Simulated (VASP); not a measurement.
# Os (P6_3/mmc) in VASP: single point with PBE

Aim: the single point of Os with PBE.

Everything below comes from runs of VASP 6.6.1. Logs are shortened: lines on timing, memory, paths and dates and some standing lists are left out, and cuts for length are marked.

**1. The cell of the first run**

The structure is hexagonal, space group P6_3/mmc (No. 194). The conventional cell has a = 2.720 Å, b = 2.720 Å, c = 4.297 Å, α = 90.00°, β = 90.00°, γ = 120.00°. Os (site symmetry -6m2) has 12 Os at 2.66 to 2.72 Å within 3.5 Å.

**2. Single point, PBE**

The input, INCAR:

```
SYSTEM = Os
ALGO = Normal ; EDIFF = 1E-6
ENCUT = 520 ; GGA = PE
ISIF = 2 ; ISMEAR = -1
LASPH = .True. ; LCHARG = .True.
LELF = .True. ; LREAL = .False.
LVHAR = .True. ; LWAVE = .False.
NBANDS = 15 ; NELM = 60
PREC = Accurate ; SIGMA = 0.0153
```

The input, KPOINTS:

```
k-points
0
Gamma
  14 14 8
  0 0 0
```

The input, POSCAR:

```
Os
1.0
    2.7198719100      0.0000000000      0.0000000000
   -1.3599359600      2.3554781100      0.0000000000
    0.0000000000      0.0000000000      4.2972205500
Os
2
Direct
    0.3333300000      0.6666700000      0.2500000000
    0.6666600000      0.3333300000      0.7500000000
```

Potentials or basis: VASP PAW PBE potentials, release 64 (Os).

Launch:

```bash
$ cat potpaw_PBE.64/Os/POTCAR > POTCAR
$ mpirun -np 1 vasp_std > vasp.out
```

OUTCAR:

```text
SYSTEM = Os
   EDIFF = 1E-6
   ENCUT = 520
   GGA = PE
   ISIF = 2
   ISMEAR = -1
   LASPH = .True.
   LREAL = .False.
   NELM = 60
   PREC = Accurate

 ion  position               nearest neighbor table
   1  0.333  0.667  0.250-   2 2.66   2 2.66   2 2.66   2 2.66   2 2.66   2 2.66
   2  0.667  0.333  0.750-   1 2.66   1 2.66   1 2.66   1 2.66   1 2.66   1 2.66

  LATTYP: Found a hexagonal cell.
 ALAT       =     2.7198719100
 C/A-ratio  =     1.5799348985

  Lattice vectors:

 A1 = (   2.7198719100,   0.0000000000,   0.0000000000)
 A2 = (  -1.3599359600,   2.3554781100,   0.0000000000)
 A3 = (   0.0000000000,   0.0000000000,   4.2972205500)

Analysis of symmetry for initial positions (statically):
=====================================================================
 Subroutine PRICEL returns:
 Original cell was already a primitive cell.

 Routine SETGRP: Setting up the symmetry group for a
 hexagonal supercell.

 Subroutine GETGRP returns: Found  8 space group operations
 (whereof  2 operations were pure point group operations)
 out of a pool of 24 trial point group operations.

The static configuration has the point symmetry C_2 .
 The point group associated with its full space group is D_2h.

Analysis of symmetry for dynamics (positions and initial velocities):
=====================================================================
 Subroutine PRICEL returns:
 Original cell was already a primitive cell.

 Routine SETGRP: Setting up the symmetry group for a
 hexagonal supercell.

 Subroutine GETGRP returns: Found  8 space group operations
 (whereof  2 operations were pure point group operations)
 out of a pool of 24 trial point group operations.

The dynamic configuration has the point symmetry C_2 .
 The point group associated with its full space group is D_2h.

 Subroutine INISYM returns: Found  8 space group operations
 (whereof  2 operations are pure point group operations),
 and found     1 'primitive' translations

----------------------------------------------------------------------------------------

                                     Primitive cell

  volume of cell :      27.5306

  direct lattice vectors                    reciprocal lattice vectors
     2.719871910  0.000000000  0.000000000     0.367664373  0.212271131  0.000000000
    -1.359935960  2.355478110  0.000000000     0.000000000  0.424542260  0.000000000
     0.000000000  0.000000000  4.297220550     0.000000000  0.000000000  0.232708559

  length of vectors
     2.719871910  2.719871861  4.297220550     0.424542252  0.424542260  0.232708559

  position of ions in fractional coordinates (direct lattice)
     0.333330000  0.666670000  0.250000000
     0.666660000  0.333330000  0.750000000

  ion indices of the primitive-cell ions
   primitive index   ion index
                 1           1
                 2           2

----------------------------------------------------------------------------------------

 KPOINTS: k-points

Automatic generation of k-mesh.
 Grid dimensions read from file:
 generate k-points for:   14   14    8

 Generating k-lattice:

  Cartesian coordinates                     Fractional coordinates (reciprocal lattice)
     0.026261741  0.015162224  0.000000000     0.071428571  0.000000000  0.000000000
     0.000000000  0.030324447  0.000000000     0.000000000  0.071428571  0.000000000
     0.000000000  0.000000000  0.029088570     0.000000000  0.000000000  0.125000000

  Length of vectors
     0.030324447  0.030324447  0.029088570

  Shift w.r.t. Gamma in fractional coordinates (k-lattice)
     0.000000000  0.000000000  0.000000000

 Subroutine IBZKPT returns following result:
 ===========================================

 Found    285 irreducible k-points:

 Following reciprocal coordinates:
            Coordinates               Weight
  0.000000  0.000000  0.000000      1.000000
  0.071429 -0.000000  0.000000      4.000000
  0.000000  0.071429  0.000000      2.000000
  0.142857  0.000000  0.000000      4.000000
  0.000000  0.142857  0.000000      2.000000
  0.214286  0.000000  0.000000      4.000000
[... 16 lines left out ...]
 -0.285714  0.214286  0.000000      4.000000
  0.285714  0.071429  0.000000      4.000000
 [... further k-points ...]
   k-points           NKPTS =    285   k-points in BZ     NKDIM =    285   number of bands    NBANDS=     15
   number of dos      NEDOS =    301   number of ions     NIONS =      2
   total plane-waves  NPLWV =  12800
   dimension x,y,z NGX =    20 NGY =   20 NGZ =   32
   dimension x,y,z NGXF=    40 NGYF=   40 NGZF=   64
   ions per type =               2
   NGX,Y,Z   is equivalent  to a cutoff of  12.22, 12.22, 12.38 a.u.
   NGXF,Y,Z  is equivalent  to a cutoff of  24.45, 24.45, 24.76 a.u.
 SYSTEM =  Os
   PREC   = accura    normal or accurate (medium, high low for compatibility)
   ISTART =      0    job   : 0-new  1-cont  2-samecut
   ICHARG =      2    charge: 1-file 2-atom 10-const
   ISPIN  =      1    spin polarized calculation?
   LNONCOLLINEAR =      F non collinear calculations
   LSORBIT =      F    spin-orbit coupling
   LASPH  =      T    aspherical Exc in radial PAW
   ENCUT  =  520.0 eV  38.22 Ry    6.18 a.u.   5.06  5.06  7.99*2*pi/ulx,y,z
   NELM   =     60;   NELMIN=  2; NELMDL= -5     # of ELM steps
   EDIFF  = 0.1E-05   stopping-criterion for ELM
   LREAL  =      F    real-space projection
   EDIFFG = 0.1E-04   stopping-criterion for IOM
   NSW    =      0    number of steps for IOM
   IBRION =     -1    ionic relax: 0-MD 1-quasi-New 2-CG
   NFREE  =      0    steps in history (QN), initial steepest desc. (CG)
   ISIF   =      2    stress and relaxation
   ISYM   =      2    0-nonsym 1-usesym 2-fastsym
   POTIM  = 0.5000    time-step for ionic-motion
   TEBEG  =    0.0;   TEEND  =   0.0 temperature during run
   PSTRESS=    0.0 pullay stress
   NELECT =      16.0000    total number of electrons
   NUPDOWN=      -1.0000    fix difference up-down
   EMIN   =  10.00;   EMAX   =-10.00  energy-range for DOS
   EFERMI =   0.00;   METHOD = LEGACY
   ISMEAR =    -1;   SIGMA  =   0.02  broadening in eV -4-tet -1-fermi 0-gaus
   EFERMI_NEDOS =   21; number of points for ismear=-14 and -15
   IALGO  =     38    algorithm
   IMIX   =      4    mixing-type and parameters
     AMIX     =   0.40;   BMIX     =  1.00
     AMIX_MAG =   1.60;   BMIX_MAG =  1.00
  volume/ion in A,a.u.               =      13.77        92.89
  Fermi-wavevector in a.u.,A,eV,Ry     =   1.366186  2.581717 25.394780  1.866464
  Thomas-Fermi vector in A             =   2.492349
   LORBIT       =      0    0 simple, 1 ext, 2 COOP (PROOUT), +10 PAW based schemes
   GGA     = PE    functional components
   LHFCALC =     F    Hartree Fock is set to
   AEXX    =    0.0000 exact exchange contribution
   IVDW    =     0    specifies the selected vdW correction
   LEPSILON=     F    determine dielectric tensor
   LRPA    =     F    only Hartree local field effects (RPA)
 non-spin polarized calculation
  energy-cutoff  :      520.00
  volume of cell :       27.53
 maximum number of plane-waves:       756
   NGX = 11   NGY = 11   NGZ = 15

 number of electron      15.9999998 magnetization

 Free energy of the ion-electron system (eV)
  ---------------------------------------------------
  ext. energy  EPLUGINS =         0.00000000
  ---------------------------------------------------
  free energy    TOTEN  =       -22.44337500 eV

  energy without entropy =      -22.44177226  energy(sigma->0) =      -22.44257363

 E-fermi :   9.7513     XC(G=0): -14.1516

 val. band max:        9.7461139201   @ k =  -0.0714   0.2143   0.3750
 cond. band min:       9.7540725415   @ k =  -0.1429   0.0714   0.3750
 fundamental gap:      0.0079586214
 Fermi energy:         9.7512622274

 k-point     1 :       0.0000    0.0000    0.0000
  band No.  band energies     occupation
      1      -1.3766      2.00000
      2       1.7651      2.00000
      3       6.5829      2.00000
      4       6.5829      2.00000
      5       6.8460      2.00000
      6       7.4478      2.00000
      7       7.4479      2.00000
      8       8.1161      2.00000
      9       8.1162      2.00000
     10       9.7422      1.28832
     11      11.4443      0.00000
     12      11.4444      0.00000
     13      18.9838      0.00000
     14      23.7429      0.00000
     15      26.4847      0.00000

 k-point     2 :       0.0714   -0.0000    0.0000
  band No.  band energies     occupation
      1      -1.1662      2.00000
      2       1.9520      2.00000
      3       6.1693      2.00000
      4       6.7692      2.00000
      5       7.1947      2.00000
      6       7.3308      2.00000
      7       7.6219      2.00000
      8       7.8406      2.00000
      9       7.9655      2.00000
     10       8.8971      2.00000
     11      11.5498      0.00000
     12      12.6185      0.00000
     13      18.9693      0.00000
     14      24.1817      0.00000
     15      26.7591      0.00000

 k-point     3 :       0.0000    0.0714    0.0000
  band No.  band energies     occupation
      1      -1.1662      2.00000
      2       1.9520      2.00000
      3       6.1693      2.00000
      4       6.7692      2.00000
      5       7.1947      2.00000
      6       7.3308      2.00000
      7       7.6219      2.00000
      8       7.8405      2.00000
      9       7.9655      2.00000
     10       8.8971      2.00000
     11      11.5497      0.00000
     12      12.6186      0.00000
     13      18.9693      0.00000
     14      24.1817      0.00000
     15      26.7591      0.00000

 k-point     4 :       0.1429    0.0000    0.0000
  band No.  band energies     occupation
      1      -0.5652      2.00000
      2       2.4451      2.00000
      3       5.6097      2.00000
      4       6.8082      2.00000
      5       6.9730      2.00000
      6       7.3163      2.00000
      7       7.5930      2.00000
      8       7.7627      2.00000
      9       8.1306      2.00000
     10       8.2572      2.00000
     11      11.7936      0.00000
     12      14.4721      0.00000
     13      18.8757      0.00000
     14      25.2650      0.00000
     15      27.3336      0.00000
[... 307 lines left out ...]
 k-point    22 :      -0.0714    0.2857    0.0000
  band No.  band energies     occupation
      1       0.9619      2.00000
      2       3.2245      2.00000
      3       4.9687      2.00000
      4       5.0311      2.00000
      5       6.6194      2.00000
      6       6.6884      2.00000
      7       7.8341      2.00000
      8       8.7183      2.00000
      9       8.9573      2.00000
     10       9.7858      0.18979
     11      12.1155      0.00000
     12      17.6517      0.00000
     13      18.5084      0.00000
     14      23.9881      0.00000
     15      25.8557      0.00000

 k-point    23 :      -0.2857    0.2143    0.0000
  band No.  band energies     occupation
      1       0.9618      2.00000
      2       3.2245      2.00000
      3       4.9686      2.00000
      4       5.0312      2.00000
      5       6.6194      2.00000
      6       6.6884      2.00000
      7       7.8341      2.00000
      8       8.7183      2.00000
      9       8.9573      2.00000
     10       9.7858      0.18998
     11      12.1156      0.00000
     12      17.6516      0.00000
     13      18.5084      0.00000
     14      23.9881      0.00000
     15      25.8540      0.00000

 k-point    24 :       0.2857    0.0714    0.0000
  band No.  band energies     occupation
      1       1.8768      2.00000
      2       3.0598      2.00000
      3       4.0798      2.00000
      4       5.3704      2.00000
      5       6.3687      2.00000
      6       6.8938      2.00000
      7       7.4905      2.00000
      8       9.7014      1.92584
      9      10.1324      0.00000
     10      11.0156      0.00000
     11      12.2704      0.00000
     12      18.3512      0.00000
     13      19.4698      0.00000
     14      21.3025      0.00000
     15      23.9183      0.00000

 [... further k-points ...]

------------------------ aborting loop because EDIFF is reached ----------------------------------------

  FORCE on cell =-STRESS in cart. coord.  units (eV):
  Direction    XX          YY          ZZ          XY          YZ          ZX
  --------------------------------------------------------------------------------------
  -------------------------------------------------------------------------------------
  Total        2.7735854      2.7738350      2.7034398     -0.0000000      0.0000000      0.0000000
  in kB      161.4124247    161.4269468    157.3302101     -0.0000003      0.0000000      0.0000000
  external PRESSURE =     160.0565272 kB  Pullay stress =       0.0000000 kB

 VOLUME and BASIS-vectors are now :
 -----------------------------------------------------------------------------
  energy-cutoff  :      520.00
  volume of cell :       27.53
      direct lattice vectors                 reciprocal lattice vectors
     2.719871910  0.000000000  0.000000000     0.367664373  0.212271131  0.000000000
    -1.359935960  2.355478110  0.000000000     0.000000000  0.424542260  0.000000000
     0.000000000  0.000000000  4.297220550     0.000000000  0.000000000  0.232708559

 POSITION                                       TOTAL-FORCE (eV/Angst)
 -----------------------------------------------------------------------------------
     -0.00001      1.57033      1.07431         0.000000     -0.000124      0.000000
      1.35992      0.78515      3.22292        -0.000000      0.000124      0.000000
 -----------------------------------------------------------------------------------
    total drift:                                0.000000     -0.000000     -0.000000

  FREE ENERGIE OF THE ION-ELECTRON SYSTEM (eV)
  ---------------------------------------------------
  free  energy   TOTEN  =       -22.4433749978 eV

  energy  without entropy=      -22.4417722568  energy(sigma->0) =      -22.44257363
```

Run time: 67 s. Hardware: 1 thread of Intel Xeon Platinum 8259CL at 2.50GHz (Skylake/Cascade Lake), shared host; peak memory 0.22 GiB.

What came out:

- Free energy: -22.4434 eV
- Pressure: 16.0 GPa
- Band gap on the k mesh: zero (bands 8 and 9 overlap by 3.85 eV)

Stress tensor (GPa, compression positive):
```
16.14  0.00  0.00
 0.00 16.14  0.00
 0.00  0.00 15.73
```

Caveat: the cell stands under pressure; spin-orbit coupling is left out, which moves the levels of the heavy elements.
